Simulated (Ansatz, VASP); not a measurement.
## Ge in VASP and in Ansatz

```
CELL_PARAMETERS angstrom
1.39715 -2.60052 0.00000
1.39715 2.60052 0.00000
0.00000 0.00000 2.83314
ATOMIC_POSITIONS crystal
Ge 0.50000 0.50000 0.00000
```

Change from the starting cell: strain +0.000 along x and y, +0.050 along z, atoms carried along.

Alike in both runs: task single point; functional PBEsol; k mesh 20 × 20 × 18; occupations gaussian, width 0.15 eV; no spin polarisation.

|  | VASP | Ansatz |
| --- | --- | --- |
| version | VASP 6.6.1 | Ansatz 0.2.0 |
| potentials or method | VASP PAW PBE potentials, release 64 (Ge_d), cutoff 520 eV | scalar-relativistic, plane waves, PAW |
| valence electrons in the cell | 14 | 14 |

VASP gave:

```
gap on the k mesh at the Fermi level (eV)                     : none
pressure (GPa)                                                : -6.4
traceless stress, the component that is largest in VASP (GPa) : -3.90
```

**Question.** Estimate Ansatz's values.

**Answer.** gap on the k mesh at the Fermi level (eV): none; pressure (GPa): -6.3; traceless stress, the component that is largest in VASP (GPa): -3.88.

VASP's potentials were made for PBE, not for PBEsol. A gap of «none» marks a metal or a gap that the smearing closes.
